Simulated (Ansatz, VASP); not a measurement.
## Two plane-wave programs on BaZrO3

```
CELL_PARAMETERS angstrom
4.22681 0.00000 0.00000
0.00000 4.22681 0.00000
0.00000 0.00000 4.22681
ATOMIC_POSITIONS crystal
Ba 0.00000 0.00000 0.00000
Zr 0.50000 0.50000 0.50000
O 0.50000 0.00000 0.50000
O 0.50000 0.50000 0.00000
O 0.00000 0.50000 0.50000
```

Alike in both runs: task single point; functional PBE; k mesh 6 × 6 × 6; occupations gaussian, width 0.02 eV; no spin polarisation.

|  | VASP | Ansatz |
| --- | --- | --- |
| version | VASP 6.6.1 | Ansatz 0.2.0 |
| potentials or method | VASP PAW PBE potentials, release 64 (Ba_sv, Zr_sv, O), cutoff 520 eV | scalar-relativistic, plane waves, PAW |
| valence electrons in the cell | 40 | 40 |

```tsv
	VASP	Ansatz	Ansatz less VASP
gap on the k mesh at the Fermi level (eV)	3.13	3.18	+0.047
least direct gap on the mesh (eV)	3.38	3.40	+0.021
pressure (GPa)	1.0	0.0	-0.94
```

The functional is the same, so the differences come from potentials, cutoffs and numerics.

Neither program's run includes spin-orbit coupling.
